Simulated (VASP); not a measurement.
# SnO in VASP: notebook, part 2 of 2

VASP 6.6.1.

## (3) Single point, PBE+D3(BJ) (layers slid over each other)

Contents of INCAR:

```
SYSTEM = SnO
PREC = Accurate ; ENCUT = 910
EDIFF = 1E-6 ; ISMEAR = 0
SIGMA = 0.05 ; LREAL = .FALSE.
LASPH = .TRUE. ; NELM = 120
ALGO = Normal ; ISIF = 2
LWAVE = .FALSE. ; LCHARG = .FALSE.
LDIPOL = .TRUE. ; IDIPOL = 3
DIPOL = 0.5 0.5 0.403 ; GGA = PE
IVDW = 12 ; NBANDS = 50
GGA_COMPAT = .FALSE. ; NELMDL = -8
```

Contents of KPOINTS:

```
regular mesh
0
G
  7 7 1
  0 0 0
```

Contents of POSCAR:

```
SnO
1.0
    3.8201636883      0.0000000000      0.0000000000
    0.0000000000      3.8201636883      0.0000000000
    0.0000000000      0.0000000000     22.2260802162
Sn O
4 4
Direct
    0.7500000000      0.2500000000      0.2024648501
    0.2500000000      0.7500000000      0.3087831971
    0.3750000000      0.8750000000      0.4977503906
    0.8750000000      0.3750000000      0.6040687375
    0.2500000000      0.2500000000      0.2556240236
    0.7500000000      0.7500000000      0.2556240236
    0.8750000000      0.8750000000      0.5509095640
    0.3750000000      0.3750000000      0.5509095640
```

Potentials or basis: VASP PAW PBE potentials, release 64 (Sn_d, O_h).

Run with:

```bash
$ cat potpaw_PBE.64/Sn_d/POTCAR potpaw_PBE.64/O_h/POTCAR > POTCAR
$ mpirun -np 1 vasp_std > vasp.out
```

OUTCAR:

```text
SYSTEM = SnO
   PREC = Accurate
   ENCUT = 910
   EDIFF = 1E-6
   ISMEAR = 0
   LREAL = .FALSE.
   LASPH = .TRUE.
   NELM = 120
   ISIF = 2
   GGA = PE
   IVDW = 12
   NELMDL = -8
 IVDW          = 12

 ion  position               nearest neighbor table
   1  0.750  0.250  0.202-   5 2.25   6 2.25   6 2.25   5 2.25   2 3.59   2 3.59   2 3.59   2 3.59

   2  0.250  0.750  0.309-   5 2.25   6 2.25   5 2.25   6 2.25   1 3.59   1 3.59   1 3.59   1 3.59

   3  0.375  0.875  0.498-   7 2.25   8 2.25   8 2.25   7 2.25   4 3.59   4 3.59   4 3.59   4 3.59

   4  0.875  0.375  0.604-   7 2.25   8 2.25   7 2.25   8 2.25   3 3.59   3 3.59   3 3.59   3 3.59

   5  0.250  0.250  0.256-   1 2.25   2 2.25   2 2.25   1 2.25
   6  0.750  0.750  0.256-   1 2.25   2 2.25   1 2.25   2 2.25
   7  0.875  0.875  0.551-   3 2.25   3 2.25   4 2.25   4 2.25
   8  0.375  0.375  0.551-   3 2.25   3 2.25   4 2.25   4 2.25

  LATTYP: Found a simple tetragonal cell.
 ALAT       =     3.8201636883
 C/A-ratio  =     5.8180962989

  Lattice vectors:

[... 197 lines left out ...]
      1     -20.9477      2.00000
      2     -20.9477      2.00000
      3     -20.5873      2.00000
      4     -20.5872      2.00000
      5     -20.5502      2.00000
      6     -20.5501      2.00000
[... 837 lines left out ...]
     49       6.0295      0.00000
     50       6.2778      0.00000

------------------------ aborting loop because EDIFF is reached ----------------------------------------

 vacuum level on the upper side and lower side of the slab       (xc-potential included)        -0.142        -0.140

 Edisp (eV)   -1.23688

 E8    (eV) :    -0.5466

  FORCE on cell =-STRESS in cart. coord.  units (eV):
  Direction    XX          YY          ZZ          XY          YZ          ZX
  --------------------------------------------------------------------------------------
  -------------------------------------------------------------------------------------
  Total       0.11480     0.11480     0.28058     0.01428     0.17965     0.17965
  in kB       0.56707     0.56707     1.38594     0.07056     0.88737     0.88737
  external pressure =        0.84 kB  Pullay stress =        0.00 kB

 VOLUME and BASIS-vectors are now :
 -----------------------------------------------------------------------------
  energy-cutoff  :      910.00
  volume of cell :      324.36
      direct lattice vectors                 reciprocal lattice vectors
     3.820163688  0.000000000  0.000000000     0.261768888  0.000000000  0.000000000
     0.000000000  3.820163688  0.000000000     0.000000000  0.261768888  0.000000000
     0.000000000  0.000000000 22.226080216     0.000000000  0.000000000  0.044992189

 POSITION                                       TOTAL-FORCE (eV/Angst)
 -----------------------------------------------------------------------------------
      2.86512      0.95504      4.50000        -0.003332     -0.003332     -0.076149
      0.95504      2.86512      6.86304        -0.019227     -0.019227      0.045388
      1.43256      3.34264     11.06304         0.019227      0.019227     -0.045388
      3.34264      1.43256     13.42608         0.003332      0.003332      0.076149
      0.95504      0.95504      5.68152         0.006671     -0.017169     -0.000805
      2.86512      2.86512      5.68152        -0.017169      0.006671     -0.000805
      3.34264      3.34264     12.24456         0.017169     -0.006671      0.000805
      1.43256      1.43256     12.24456        -0.006671      0.017169      0.000805
 -----------------------------------------------------------------------------------
    total drift:                                0.000000      0.000000      0.000083

  FREE ENERGIE OF THE ION-ELECTRON SYSTEM (eV)
  ---------------------------------------------------
  free  energy   TOTEN  =       -46.3965625714 eV

  energy  without entropy=      -46.3965625714  energy(sigma->0) =      -46.39656257

 vacuum level on the upper side and lower side of the slab         4.914         4.918
```

OSZICAR:

```text
N       E                     dE             d eps       ncg     rms          rms(c)
DAV:   1     0.118308184992E+04    0.11831E+04   -0.48523E+04  1682   0.256E+03
DAV:   2     0.268520171731E+03   -0.91456E+03   -0.88541E+03  1656   0.670E+02
DAV:   3    -0.206379211705E+01   -0.27058E+03   -0.25771E+03  2306   0.262E+02
[... 18 lines left out ...]
DAV:  22    -0.451596597311E+02   -0.34054E-04   -0.14087E-06  1348   0.917E-03    0.376E-03
DAV:  23    -0.451596805315E+02   -0.20800E-04   -0.12477E-06  1320   0.877E-03    0.147E-03
DAV:  24    -0.451596830669E+02   -0.25355E-05   -0.31145E-07  1212   0.454E-03    0.441E-04
DAV:  25    -0.451596849806E+02   -0.19137E-05   -0.33107E-07  1126   0.381E-03    0.809E-04
DAV:  26    -0.451596850338E+02   -0.53160E-07   -0.87474E-08  1182   0.322E-03
   1 F= -.46396563E+02 E0= -.46396563E+02  d E =-.284301E-11
```

It took 13 min on 1 thread of Intel Xeon 6975P-C (Granite Rapids), shared host; peak memory 0.94 GiB.

What came out:

- Free energy: -46.3966 eV
- Largest force: 0.076 eV/Å
- Band gap on the k mesh: 2.46 eV (least direct gap 2.55 eV)
- Dispersion energy per atom: -0.155 eV

Forces on the atoms (eV/Å):
```
Sn  -0.003 -0.003 -0.076
Sn  -0.019 -0.019  0.045
Sn   0.019  0.019 -0.045
Sn   0.003  0.003  0.076
O    0.007 -0.017 -0.001
O   -0.017  0.007 -0.001
O    0.017 -0.007  0.001
O   -0.007  0.017  0.001
```

Caveat: the cell differs from its parent crystal (layers slid over each other); the cutoff is under 1.25 times the usual one of these potentials, so pressure, stress and relaxed cells hold a basis-set (Pulay) error; spin-orbit coupling is left out, which moves the levels of the heavy elements.
